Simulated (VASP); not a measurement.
# Al (I4/mmm) in VASP: notebook

The runs below take Al through single point, with PBEsol.

Program: VASP 6.6.1. These are calculated values, not measurements. Logs are shortened: lines on timing, memory, paths and dates and some standing lists are left out, and cuts for length are marked.

## (1) The cell of the first run

Symmetry: I4/mmm, No. 139, tetragonal system. The conventional cell has a = 2.623 Å, b = 2.623 Å, c = 4.822 Å, α = 90.00°, β = 90.00°, γ = 90.00°. Al (site symmetry 4/mmm) has 12 Al at 2.62 to 3.04 Å within 3.5 Å.

## (2) Single point, PBEsol

INCAR reads:

```
PREC = Accurate
ENCUT = 520
EDIFF = 1E-7
ISMEAR = 0
SIGMA = 0.15
LREAL = F
LASPH = T
NELM = 100
ALGO = Normal
ISIF = 2
LWAVE = F
LCHARG = F
GGA = PS
NBANDS = 8
```

KPOINTS reads:

```
Automatic mesh
0
Gamma
  22 22 22
```

POSCAR reads:

```
Al
1.0
    0.0000000000      1.8544925768      2.4108403498
    1.8544925768      0.0000000000      2.4108403498
    1.8544925768      1.8544925768      0.0000000000
Al
1
Direct
    0.0000000000      0.0000000000      0.0000000000
```

Potentials or basis: VASP PAW PBE potentials, release 64 (Al).

Started as:

```
> cat potpaw_PBE.64/Al/POTCAR > POTCAR
> mpirun -np 1 vasp_std > vasp.out
```

OUTCAR:

```text
PREC = Accurate
   ENCUT = 520
   EDIFF = 1E-7
   ISMEAR = 0
   LREAL = F
   LASPH = T
   NELM = 100
   ISIF = 2
   GGA = PS

 ion  position               nearest neighbor table
   1  0.000  0.000  0.000-

  LATTYP: Found a body centered tetragonal cell.
 ALAT       =     2.6226485534
 C/A-ratio  =     1.8384776311

  Lattice vectors:

 A1 = (  -1.8544925768,   0.0000000000,   2.4108403498)
 A2 = (   1.8544925768,   0.0000000000,   2.4108403498)
 A3 = (   0.0000000000,   1.8544925768,  -2.4108403498)

Analysis of symmetry for initial positions (statically):
=====================================================================
 Subroutine PRICEL returns:
 Original cell was already a primitive cell.

 Routine SETGRP: Setting up the symmetry group for a
 body centered tetragonal supercell.

 Subroutine GETGRP returns: Found 16 space group operations
 (whereof 16 operations were pure point group operations)
 out of a pool of 16 trial point group operations.

The static configuration has the point symmetry D_4h.

Analysis of symmetry for dynamics (positions and initial velocities):
=====================================================================
 Subroutine PRICEL returns:
 Original cell was already a primitive cell.

 Routine SETGRP: Setting up the symmetry group for a
 body centered tetragonal supercell.

 Subroutine GETGRP returns: Found 16 space group operations
 (whereof 16 operations were pure point group operations)
 out of a pool of 16 trial point group operations.

The dynamic configuration has the point symmetry D_4h.

 Subroutine INISYM returns: Found 16 space group operations
 (whereof 16 operations are pure point group operations),
 and found     1 'primitive' translations

----------------------------------------------------------------------------------------

                                     Primitive cell

  volume of cell :      16.5824

  direct lattice vectors                    reciprocal lattice vectors
     0.000000000  1.854492577  2.410840350    -0.269615531  0.269615531  0.207396562
     1.854492577  0.000000000  2.410840350     0.269615531 -0.269615531  0.207396562
     1.854492577  1.854492577  0.000000000     0.269615531  0.269615531 -0.207396562

  length of vectors
     3.041593975  3.041593975  2.622648553     0.434048848  0.434048848  0.434048848

  position of ions in fractional coordinates (direct lattice)
     0.000000000  0.000000000  0.000000000

  ion indices of the primitive-cell ions
   primitive index   ion index
                 1           1

----------------------------------------------------------------------------------------

 KPOINTS: Automatic mesh

Automatic generation of k-mesh.
 Grid dimensions read from file:
 generate k-points for:   22   22   22

 Generating k-lattice:

  Cartesian coordinates                     Fractional coordinates (reciprocal lattice)
    -0.012255251  0.012255251  0.009427116     0.045454545  0.000000000  0.000000000
     0.012255251 -0.012255251  0.009427116     0.000000000  0.045454545  0.000000000
     0.012255251  0.012255251 -0.009427116    -0.000000000 -0.000000000  0.045454545

  Length of vectors
     0.019729493  0.019729493  0.019729493

  Shift w.r.t. Gamma in fractional coordinates (k-lattice)
     0.000000000  0.000000000  0.000000000

 Subroutine IBZKPT returns following result:
 ===========================================

 Found    834 irreducible k-points:

 Following reciprocal coordinates:
            Coordinates               Weight
  0.000000  0.000000  0.000000      1.000000
  0.045455 -0.000000  0.000000      8.000000
  0.090909 -0.000000  0.000000      8.000000
  0.136364  0.000000  0.000000      8.000000
  0.181818  0.000000  0.000000      8.000000
  0.227273 -0.000000  0.000000      8.000000
[... 16 lines left out ...]
  0.500000  0.045455  0.000000      8.000000
 -0.454545  0.045455  0.000000      8.000000
 [... further k-points ...]
   k-points           NKPTS =    834   k-points in BZ     NKDIM =    834   number of bands    NBANDS=      8
   number of dos      NEDOS =    301   number of ions     NIONS =      1
   total plane-waves  NPLWV =  11520
   dimension x,y,z NGX =    24 NGY =   24 NGZ =   20
   dimension x,y,z NGXF=    48 NGYF=   48 NGZF=   40
   ions per type =               1
   NGX,Y,Z   is equivalent  to a cutoff of  13.12, 13.12, 12.68 a.u.
   NGXF,Y,Z  is equivalent  to a cutoff of  26.24, 26.24, 25.36 a.u.
 SYSTEM =  unknown system
   PREC   = accura    normal or accurate (medium, high low for compatibility)
   ISTART =      0    job   : 0-new  1-cont  2-samecut
   ICHARG =      2    charge: 1-file 2-atom 10-const
   ISPIN  =      1    spin polarized calculation?
   LNONCOLLINEAR =      F non collinear calculations
   LSORBIT =      F    spin-orbit coupling
   LASPH  =      T    aspherical Exc in radial PAW
   ENCUT  =  520.0 eV  38.22 Ry    6.18 a.u.   5.66  5.66  4.88*2*pi/ulx,y,z
   NELM   =    100;   NELMIN=  2; NELMDL= -5     # of ELM steps
   EDIFF  = 0.1E-06   stopping-criterion for ELM
   LREAL  =      F    real-space projection
   EDIFFG = 0.1E-05   stopping-criterion for IOM
   NSW    =      0    number of steps for IOM
   IBRION =     -1    ionic relax: 0-MD 1-quasi-New 2-CG
   NFREE  =      0    steps in history (QN), initial steepest desc. (CG)
   ISIF   =      2    stress and relaxation
   ISYM   =      2    0-nonsym 1-usesym 2-fastsym
   POTIM  = 0.5000    time-step for ionic-motion
   TEBEG  =    0.0;   TEEND  =   0.0 temperature during run
   PSTRESS=    0.0 pullay stress
   NELECT =       3.0000    total number of electrons
   NUPDOWN=      -1.0000    fix difference up-down
   EMIN   =  10.00;   EMAX   =-10.00  energy-range for DOS
   EFERMI =   0.00;   METHOD = LEGACY
   ISMEAR =     0;   SIGMA  =   0.15  broadening in eV -4-tet -1-fermi 0-gaus
   EFERMI_NEDOS =   21; number of points for ismear=-14 and -15
   IALGO  =     38    algorithm
   IMIX   =      4    mixing-type and parameters
     AMIX     =   0.40;   BMIX     =  1.00
     AMIX_MAG =   1.60;   BMIX_MAG =  1.00
  volume/ion in A,a.u.               =      16.58       111.90
  Fermi-wavevector in a.u.,A,eV,Ry     =   0.925903  1.749704 11.664236  0.857297
  Thomas-Fermi vector in A             =   2.051808
   LORBIT       =      0    0 simple, 1 ext, 2 COOP (PROOUT), +10 PAW based schemes
   GGA     = PS    functional components
   LHFCALC =     F    Hartree Fock is set to
   AEXX    =    0.0000 exact exchange contribution
   IVDW    =     0    specifies the selected vdW correction
   LEPSILON=     F    determine dielectric tensor
   LRPA    =     F    only Hartree local field effects (RPA)
 non-spin polarized calculation
 Gauss-broadening in eV      SIGMA  =   0.15
  energy-cutoff  :      520.00
  volume of cell :       16.58
 maximum number of plane-waves:       462
   NGX = 11   NGY = 11   NGZ =  9

 number of electron       3.0000000 magnetization

 Free energy of the ion-electron system (eV)
  ---------------------------------------------------
  ext. energy  EPLUGINS =         0.00000000
  ---------------------------------------------------
  free energy    TOTEN  =        -3.93680279 eV

  energy without entropy =       -3.93200771  energy(sigma->0) =       -3.93440525

 E-fermi :   7.7759     XC(G=0): -10.2296

 val. band max:        7.7683915481   @ k =  -0.3636   0.1364   0.4091
 cond. band min:       7.7860664208   @ k =  -0.3636   0.3182   0.2273
 fundamental gap:      0.0176748727
 Fermi energy:         7.7758537802

 k-point     1 :       0.0000    0.0000    0.0000
  band No.  band energies     occupation
      1      -3.2055      2.00000
      2      19.1632      0.00000
      3      20.0575      0.00000
      4      20.1050      0.00000
      5      22.2181      0.00000
      6      22.2181      0.00000
      7      22.3136      0.00000
      8      22.3136      0.00000

 k-point     2 :       0.0455   -0.0000    0.0000
  band No.  band energies     occupation
      1      -3.1479      2.00000
      2      18.7162      0.00000
      3      19.2568      0.00000
      4      20.6325      0.00000
      5      21.7066      0.00000
      6      21.8287      0.00000
      7      22.6421      0.00000
      8      22.7980      0.00000

 k-point     3 :       0.0909   -0.0000    0.0000
  band No.  band energies     occupation
      1      -2.9753      2.00000
      2      17.5427      0.00000
      3      18.4556      0.00000
      4      19.9677      0.00000
      5      21.4906      0.00000
      6      22.0115      0.00000
      7      23.2732      0.00000
      8      23.4210      0.00000

 k-point     4 :       0.1364    0.0000    0.0000
  band No.  band energies     occupation
      1      -2.6882      2.00000
      2      15.9626      0.00000
      3      17.7124      0.00000
      4      19.1104      0.00000
      5      21.2470      0.00000
      6      22.4242      0.00000
      7      24.1373      0.00000
      8      24.2075      0.00000

 k-point     5 :       0.1818    0.0000    0.0000
  band No.  band energies     occupation
      1      -2.2872      2.00000
      2      14.2412      0.00000
      3      17.0533      0.00000
      4      18.3614      0.00000
      5      21.0985      0.00000
      6      22.6672      0.00000
      7      24.9422      0.00000
      8      25.3355      0.00000
[... 177 lines left out ...]
 k-point    22 :       0.4545    0.0455    0.0000
  band No.  band energies     occupation
      1       1.8896      2.00000
      2       5.6275      2.00000
      3      13.7737      0.00000
      4      17.1498      0.00000
      5      21.2553      0.00000
      6      23.5850      0.00000
      7      24.5208      0.00000
      8      27.0207      0.00000

 k-point    23 :       0.5000    0.0455    0.0000
  band No.  band energies     occupation
      1       2.9787      2.00000
      2       4.3323      2.00000
      3      13.7537      0.00000
      4      16.9950      0.00000
      5      21.7172      0.00000
      6      23.8639      0.00000
      7      24.0413      0.00000
      8      26.3534      0.00000

 k-point    24 :      -0.4545    0.0455    0.0000
  band No.  band energies     occupation
      1       3.0703      2.00000
      2       4.2340      2.00000
      3      13.8340      0.00000
      4      16.9315      0.00000
      5      22.2575      0.00000
      6      23.3182      0.00000
      7      24.5014      0.00000
      8      25.8324      0.00000

 [... further k-points ...]

------------------------ aborting loop because EDIFF is reached ----------------------------------------

  FORCE on cell =-STRESS in cart. coord.  units (eV):
  Direction    XX          YY          ZZ          XY          YZ          ZX
  --------------------------------------------------------------------------------------
  -------------------------------------------------------------------------------------
  Total        1.0305594      1.0305594     -0.9570789      0.0000000     -0.0000000     -0.0000000
  in kB       99.5714764     99.5714764    -92.4718769      0.0000000     -0.0000000     -0.0000000
  external PRESSURE =      35.5570253 kB  Pullay stress =       0.0000000 kB

 VOLUME and BASIS-vectors are now :
 -----------------------------------------------------------------------------
  energy-cutoff  :      520.00
  volume of cell :       16.58
      direct lattice vectors                 reciprocal lattice vectors
     0.000000000  1.854492577  2.410840350    -0.269615531  0.269615531  0.207396562
     1.854492577  0.000000000  2.410840350     0.269615531 -0.269615531  0.207396562
     1.854492577  1.854492577  0.000000000     0.269615531  0.269615531 -0.207396562

 POSITION                                       TOTAL-FORCE (eV/Angst)
 -----------------------------------------------------------------------------------
      0.00000      0.00000      0.00000         0.000000      0.000000     -0.000000
 -----------------------------------------------------------------------------------
    total drift:                                0.000000      0.000000     -0.000000

  FREE ENERGIE OF THE ION-ELECTRON SYSTEM (eV)
  ---------------------------------------------------
  free  energy   TOTEN  =        -3.9368027861 eV

  energy  without entropy=       -3.9320077128  energy(sigma->0) =       -3.93440525
```

Run time: 42 s. Hardware: 1 thread of Intel Xeon 6975P-C, shared host; peak memory 0.21 GiB.

Results:

| Quantity | Value |
| --- | --- |
| Free energy | -3.9368 eV |
| Pressure | 3.6 GPa |

Caveat: the PAW data sets were made with another functional, which shifts forces and pressure a little.

## (3) Single point, PBEsol

This run uses another cell than the first one, of the same volume but with other edges.

INCAR reads:

```
ALGO = Fast
EDIFF = 1E-6
ENCUT = 520
GGA = PS
ISIF = 2
ISMEAR = 0
LASPH = T
LCHARG = T
LELF = T
LREAL = F
LVHAR = T
LWAVE = F
NBANDS = 8
NELM = 80
PREC = Accurate
SIGMA = 0.15
```

KPOINTS reads:

```
k-points
0
Gamma
  22 22 22
```

POSCAR reads:

```
Al
1.0
    0.0000000000      2.0810232911      1.9145414278
    2.0810232911      0.0000000000      1.9145414278
    2.0810232911      2.0810232911      0.0000000000
Al
1
Direct
    0.0000000000      0.0000000000      0.0000000000
```

Potentials or basis: VASP PAW PBE potentials, release 64 (Al).

Started as:

```
> cat potpaw_PBE.64/Al/POTCAR > POTCAR
> mpirun -np 1 vasp_std > vasp.out
```

Wall time 56 s (1 thread of Intel Xeon 6975P-C, shared host); peak memory 0.21 GiB.

Results (log left out):

```
Free energy : -4.0799 eV
Pressure    : -1.4 GPa
```

Stress tensor (GPa, compression positive):
```
-2.89  0.00  0.00
 0.00 -2.89  0.00
 0.00  0.00  1.51
```

Levels at points of the mesh, in eV from the Fermi level:
| k point | band 1 | band 2 | band 3 | band 4 |
| --- | --- | --- | --- | --- |
| (0.00, 0.00, 0.00) | -11.09 | 12.38 | 12.38 | 13.24 |
| (0.50, 0.00, 0.00) | -4.55 | -4.33 | 10.39 | 10.53 |
| (0.50, 0.50, 0.00) | -2.02 | -0.44 | 4.59 | 4.59 |
| (0.50, 0.00, 0.50) | -3.28 | -2.16 | 5.67 | 5.88 |

Caveat: the PAW data sets were made with another functional, which shifts forces and pressure a little.

## (4) Single point, PBEsol

This run uses another cell than the first one, of the same volume but with other edges.

INCAR reads:

```
ALGO = Normal
EDIFF = 1E-6
ENCUT = 520
GGA = PS
ISIF = 2
ISMEAR = 0
LASPH = T
LCHARG = F
LREAL = F
LWAVE = F
NBANDS = 8
NELM = 100
PREC = Accurate
SIGMA = 0.15
```

KPOINTS is that of step 3.

POSCAR reads:

```
Al
1.0
    0.0000000000      1.9606887411      2.1567576152
    1.9606887411      0.0000000000      2.1567576152
    1.9606887411      1.9606887411      0.0000000000
Al
1
Direct
    0.0000000000      0.0000000000      0.0000000000
```

Started as:

```
> cat potpaw_PBE.64/Al/POTCAR > POTCAR
> mpirun -np 1 vasp_std > vasp.out
```

Run time: 43 s. Hardware: 1 thread of Intel Xeon 6975P-C, shared host; peak memory 0.21 GiB.

Results (log left out):

| Quantity | Value |
| --- | --- |
| Free energy | -4.0755 eV |
| Pressure | -1.2 GPa |

Stress tensor (GPa, compression positive):
```
 0.51  0.00  0.00
 0.00  0.51  0.00
 0.00  0.00 -4.71
```

Levels at points of the mesh, in eV from the Fermi level:
```
           k point  band 1  band 2  band 3  band 4  band 5
(0.00, 0.00, 0.00)  -11.10   11.96   13.04   13.04   14.00
(0.50, 0.00, 0.00)   -4.56   -4.33    9.83   10.14   12.52
(0.50, 0.50, 0.00)   -3.73   -2.88    6.00    6.77    6.77
(0.50, 0.00, 0.50)   -2.43   -0.95    4.73    5.00    5.41
```

Caveat: the PAW data sets were made with another functional, which shifts forces and pressure a little.

## (5) The runs side by side

```tsv
cell	gap on the mesh (eV)	pressure (GPa)
a = 3.042, b = 3.042, c = 2.623 Å, angles 64.5, 64.5, 51.1°, 1 atom	none	3.6
a = 2.828, b = 2.828, c = 2.943 Å, angles 58.6, 58.6, 62.7°, 1 atom	none	-1.4
a = 2.915, b = 2.915, c = 2.773 Å, angles 61.6, 61.6, 56.8°, 1 atom	none	-1.2
```

Alike in all rows: task single point; level PBEsol; potentials or basis VASP PAW PBE potentials, release 64 (Al); no spin polarisation; k mesh 22 × 22 × 22; cutoff (eV) 520; smearing gaussian 0.15 eV.

Caveats: the PAW data sets were made with another functional, which shifts forces and pressure a little.

Absolute energies hang on the potentials; compare differences alone.
